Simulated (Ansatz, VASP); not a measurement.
## Tl in VASP and in Ansatz

```xyz
1
Lattice="0.0000 2.4976 2.4976 2.4976 0.0000 2.4976 2.4976 2.4976 0.0000" Properties=species:S:1:pos:R:3 pbc="T T T"
Tl    0.0000    0.0000    0.0000
```

Alike in both runs: task electric field gradients; functional PBE; k mesh 14 × 14 × 14; occupations fermi-dirac, width 0.08 eV; no spin polarisation.

|  | VASP | Ansatz |
| --- | --- | --- |
| version | VASP 6.6.1 | Ansatz 0.2.0 |
| potentials or method | VASP PAW PBE potentials, release 64 (Tl_d) | PAW with Ansatz's default frozen-core files, scalar-relativistic |
| plane-wave cutoff (eV) | 520 | 420 |
| valence electrons in the cell | 13 | 13 |

|  | VASP | Ansatz | Ansatz less VASP |
| --- | --- | --- | --- |
| pressure (GPa) | 0.0 | 0.0 | +0.05 |

Spin-orbit coupling is off throughout.
